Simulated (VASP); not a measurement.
Wanted: the native input for a VASP 6.6.1 run.

- Task: relaxation of cell and atoms
- Functional: HF
- Potentials or basis: VASP PAW PBE potentials, release 64 (S, Mg)
- Cutoff: 600 eV
- k mesh: 4 × 4 × 4
- Occupations: fermi-dirac, width 0.05 eV
- Spin: no spin polarisation
- Dipole correction: no
- Grid for exact exchange (PRECFOCK): Normal
- Further INCAR settings: ALGO = Normal; EDIFF = 1e-06; IBRION = 2; EDIFFG = -0.01; NSW = 60; ISIF = 3
- Share of exact exchange: 1

Crystal: MgS.

```xyz
2
Lattice="0.0000 2.8331 2.8331 2.8331 0.0000 2.8331 2.8331 2.8331 0.0000" Properties=species:S:1:pos:R:3 pbc="T T T"
S     1.4166    1.4166    1.4166
Mg    0.0000    0.0000    0.0000
```

The input as run:

POSCAR

```
MgS
1.0
    0.0000000000      2.8331200468      2.8331200468
    2.8331200468      0.0000000000      2.8331200468
    2.8331200468      2.8331200468      0.0000000000
S Mg
1 1
Direct
    0.2500000000      0.2500000000      0.2500000000
    0.0000000000      0.0000000000      0.0000000000
```

INCAR.step1

```
PREC = Accurate
ENCUT = 600
EDIFF = 1E-5
ISMEAR = -1
SIGMA = 0.05
LREAL = False
LASPH = True
NELM = 60
ALGO = Normal
LWAVE = True
LCHARG = False
GGA = PE
NBANDS = 11
```

INCAR.step2

```
PREC = Accurate
ENCUT = 600
EDIFF = 1E-6
ISMEAR = -1
SIGMA = 0.05
LREAL = False
LASPH = True
NELM = 60
ALGO = Normal
ISIF = 3
LWAVE = False
LCHARG = False
GGA = PE
LHFCALC = True
AEXX = 1.0
ALDAC = 0.0
AGGAC = 0.0
PRECFOCK = Normal
IBRION = 2
NSW = 60
EDIFFG = -0.01
ISTART = 1
```

KPOINTS

```
regular mesh
0
Gamma
  4 4 4
```

Potentials or basis: VASP PAW PBE potentials, release 64 (S, Mg).

Command:

```sh
$ cat potpaw_PBE.64/S/POTCAR potpaw_PBE.64/Mg/POTCAR > POTCAR
$ cp INCAR.step1 INCAR
$ mpirun -np 1 vasp_std > vasp.out
$ cp INCAR.step2 INCAR
$ mpirun -np 1 vasp_std > vasp.out
```

It gave:

```json
{
 "Relaxed volume": "23.42 Å³/atom",
 "Relaxed cell": "a = 4.046 Å, b = 4.046 Å, c = 4.046 Å, α = 60.00°, β = 60.00°, γ = 60.00°",
 "Space group after relaxing (to 0.1 Å)": "F-43m (No. 216)",
 "Energy gained by relaxing": "3.9 meV/atom",
 "Ionic steps": "3",
 "Pressure after relaxing": "0.0 GPa",
 "Band gap on the k mesh": "10.88 eV"
}
```

Caveat: the k points lie up to 0.48 Å⁻¹ apart in the final cell; the PAW data sets were made with another functional, which shifts forces and pressure a little.

Run time: 9.6 min on 1 thread of Intel(R) Xeon(R) Platinum 8375C CPU @ 2.90GHz (Ice Lake), with other jobs on the host, peak memory 0.2 GiB.
